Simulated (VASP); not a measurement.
Si (a cell with a defect): single point with r2SCAN

The system is Si (a cell with a defect).

```
Si
1.0
     0.00000    5.44370   -5.44370
     5.44370    5.44370    0.00000
     5.44370    0.00000   -5.44370
Si
15
Direct
  0.82395 0.22535 0.22535
  0.12551 0.62181 0.13087
  0.62886 0.13020 0.13020
  0.62886 0.61074 0.13020
  0.12551 0.13087 0.62181
  0.12551 0.62181 0.62181
  0.62885 0.13021 0.61074
  0.61894 0.62702 0.62702
  0.24792 0.76425 0.24391
  0.24792 0.24391 0.24391
  0.74760 0.75160 0.24920
  0.24495 0.75168 0.75168
  0.24792 0.24391 0.76426
  0.74760 0.75160 0.75160
  0.74760 0.24920 0.75160
```

```yaml
Program: VASP 6.6.1
Task: single point
Functional: r2SCAN
Potentials_or_basis: VASP PAW PBE potentials, release 64 (Si)
Cutoff: 520 eV
k_mesh: 2 × 2 × 2
Occupations: gaussian, width 0.02 eV
Spin: no spin polarisation
Dipole_correction: no
Charge: -2
Further_INCAR_settings: LREAL = Auto; ALGO = Normal; EDIFF = 1e-06; NBANDS = 43; NELECT = 62.0
```

```
Largest force : 0.468 eV/Å
```

Forces on the atoms (eV/Å):
```
Si   0.270 -0.270  0.270
Si  -0.027  0.027 -0.032
Si  -0.034 -0.023  0.023
Si   0.023  0.034  0.023
Si  -0.027  0.032 -0.027
Si  -0.032  0.027 -0.027
Si   0.023 -0.023 -0.034
Si  -0.013  0.013 -0.013
Si  -0.030  0.032 -0.030
Si  -0.032  0.030 -0.030
Si  -0.028  0.028 -0.031
Si  -0.005  0.005 -0.005
Si  -0.030  0.030 -0.032
Si  -0.031  0.028 -0.028
Si  -0.028  0.031 -0.028
```

Levels at points of the mesh, in eV from the Fermi level:
| k point | band 28 | band 29 | band 30 | band 31 | band 32 | band 33 |
| --- | --- | --- | --- | --- | --- | --- |
| (0.00, 0.00, 0.00) | -1.33 | -1.33 | -0.04 | -0.04 | 0.04 | 0.04 |
| (0.50, 0.00, 0.00) | -2.46 | -1.52 | -1.52 | 0.00 | 0.00 | 0.74 |
| (0.00, 0.50, 0.00) | -2.14 | -1.65 | -1.63 | 0.03 | 0.18 | 0.74 |
| (0.50, 0.50, 0.00) | -2.56 | -2.24 | -2.02 | -0.38 | -0.31 | 0.56 |

Wall time 9.3 min on 1 thread of AMD EPYC 7R43 64-Core Processor (Zen 3), with other jobs on the host, peak memory 0.46 GiB.

Caveat: the k points lie up to 0.50 Å⁻¹ apart; the cell carries a net charge on a neutralising background, which shifts energy and pressure; the cell is charged against a uniform background, so pressure and absolute levels hang on convention; the PAW data sets were made with another functional, which shifts forces and pressure a little.
